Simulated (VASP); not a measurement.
Here is a VASP 6.6.1 calculation.

File INCAR:

```
SYSTEM = NbTe
  PREC = Accurate
  ENCUT = 500
  EDIFF = 1E-6
  ISMEAR = 0
  SIGMA = 0.1
  LREAL = .FALSE.
  LASPH = .TRUE.
  NELM = 120
  ALGO = Normal
  ISIF = 2
  LWAVE = .FALSE.
  LCHARG = .FALSE.
  GGA = CA
  NBANDS = 16
  GGA_COMPAT = .FALSE.
```

Contents of KPOINTS:

```
Automatic mesh
0
G
  6 6 4
  0 0 0
```

POSCAR

```
NbTe
1.0
    3.7029743866      0.0000000000      0.0000000000
   -1.8514871933      3.2068698884      0.0000000000
    0.0000000000      0.0000000000      3.6942110000
Nb Te
1 1
Direct
    0.0000000000      0.0000000000      0.5000000000
    0.6666666667      0.3333333333      0.0000000000
```

Potentials or basis: VASP PAW LDA potentials, release 64 (Nb_sv, Te).

Launch:

```sh
$ cat potpaw_LDA.64/Nb_sv/POTCAR potpaw_LDA.64/Te/POTCAR > POTCAR
$ mpirun -np 1 vasp_std > vasp.out
```

Predict the pressure.

-7.5 GPa.

Stress tensor (GPa, compression positive):
```
-7.76  0.00  0.00
 0.00 -7.76  0.00
 0.00  0.00 -6.98
```

Caveat: the k points lie up to 0.43 Å⁻¹ apart.
